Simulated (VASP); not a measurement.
Crystal: TiO2 (Rutile).

```
Ti O
1.0
     4.59220    0.00000    0.00000
     0.00000    4.59220    0.00000
     0.00000    0.00000    2.95740
Ti O
2 4
Cartesian
  0.0000 0.0000 0.0000
  2.2961 2.2961 1.4787
  1.4004 1.4004 0.0000
  0.8957 3.6965 1.4787
  3.1918 3.1918 0.0000
  3.6965 0.8957 1.4787
```

```yaml
Program: VASP 6.6.1
Task: relaxation of cell and atoms
Functional: RPBE
Potentials_or_basis: VASP PAW PBE potentials, release 64 (Ti_sv, O)
Cutoff: 600 eV
k_mesh: 3 × 3 × 5
Occupations: gaussian, width 0.01 eV
Spin: no spin polarisation
```

At the start: pressure 10.9 GPa; volume 10.39 Å³/atom.

**Question.** How do energy, volume and symmetry change on relaxing?

**Answer.** Over 10 steps the energy falls by 16.9 meV/atom and the volume is 10.93 Å³/atom (+5.1 %); space group P4_2/mnm (No. 136, to 0.05 Å).

Step by step:
```
step  energy change (eV)  largest force (eV/Å)  pressure (GPa)  volume (Å³)
   1              0.0000                0.1562           10.86        62.37
   2              0.0332                0.3944          -10.33        68.95
   3             -0.0951                0.1257           -0.01        65.29
   4             -0.0951                0.1207            0.19        65.24
   5             -0.1004                0.0487            0.14        65.41
   6             -0.1014                0.0005            0.15        65.52
   7             -0.1014                0.0065           -0.15        65.62
   8             -0.1014                0.0031            0.01        65.56
   9             -0.1014                0.0034            0.00        65.57
  10             -0.1014                0.0007           -0.01        65.57
```

Final structure:
```
Ti O
1.0
     4.68761    0.00000    0.00000
     0.00000    4.68761    0.00000
     0.00000    0.00000    2.98393
Ti O
2 4
Direct
  0.00000 0.00000 0.00000
  0.50000 0.50000 0.50000
  0.30574 0.30574 0.00000
  0.19426 0.80574 0.50000
  0.69426 0.69426 0.00000
  0.80574 0.19426 0.50000
```

Caveat: the k points lie up to 0.45 Å⁻¹ apart in the final cell; the PAW data sets were made with another functional, which shifts forces and pressure a little.
